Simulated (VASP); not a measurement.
Input of a VASP 6.6.1 run:

File INCAR:

```
  PREC = Accurate
  ENCUT = 520
  EDIFF = 1E-7
  ISMEAR = 0
  SIGMA = 0.1
  LREAL = F
  LASPH = T
  NELM = 60
  ALGO = Normal
  ISIF = 2
  LWAVE = F
  LCHARG = F
  GGA = PS
  NBANDS = 14
```

File KPOINTS:

```
Automatic mesh
0
Gamma
  14 14 14
```

The input POSCAR:

```
TiAl
1.0
    3.1244114766      0.0000000000      0.0000000000
    0.0000000000      3.1244114766      0.0000000000
    0.0000000000      0.0000000000      3.1244114766
Ti Al
1 1
Direct
    0.5000000000      0.5000000000      0.5000000000
    0.0000000000      0.0000000000      0.0000000000
```

Potentials or basis: VASP PAW PBE potentials, release 64 (Ti_sv, Al).

Launch:

```console
$ cat potpaw_PBE.64/Ti_sv/POTCAR potpaw_PBE.64/Al/POTCAR > POTCAR
$ mpirun -np 1 vasp_std > vasp.out
```

(1) Predict the pressure.

Answers

(1) 3.9 GPa.

Caveat: the PAW data sets were made with another functional, which shifts forces and pressure a little.
